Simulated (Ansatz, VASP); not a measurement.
One calculation of InAs, two programs

```xyz
2
Lattice="0.0000 3.0180 3.0180 3.0180 0.0000 3.0180 3.0180 3.0180 0.0000" Properties=species:S:1:pos:R:3 pbc="T T T"
In    0.0000    0.0000    0.0000
As    4.5270    4.5270    4.5270
```

Alike in both runs: task single point; functional PBE; k mesh 3 × 3 × 3; occupations fermi-dirac, width 0.02 eV; no spin polarisation.

|  | VASP | Ansatz |
| --- | --- | --- |
| version | VASP 6.6.1 | Ansatz 0.2.0 |
| potentials or method | VASP PAW PBE potentials, release 64 (In_d, As), cutoff 520 eV | all-electron LAPW, scalar-relativistic |

```csv
,VASP,Ansatz,Ansatz less VASP
gap on the k mesh at the Fermi level (eV),none,none,-
pressure (GPa),6.2,6.2,-0.07
```

A gap of «none» marks a metal or a gap that the smearing closes. Ansatz ran all-electron here, and VASP with PAW potentials.

The k mesh is coarse, so the values compare programs but aren't converged. Noted on Ansatz's run: the k mesh is thin for a metal, which can move the energy by tens of meV per atom.
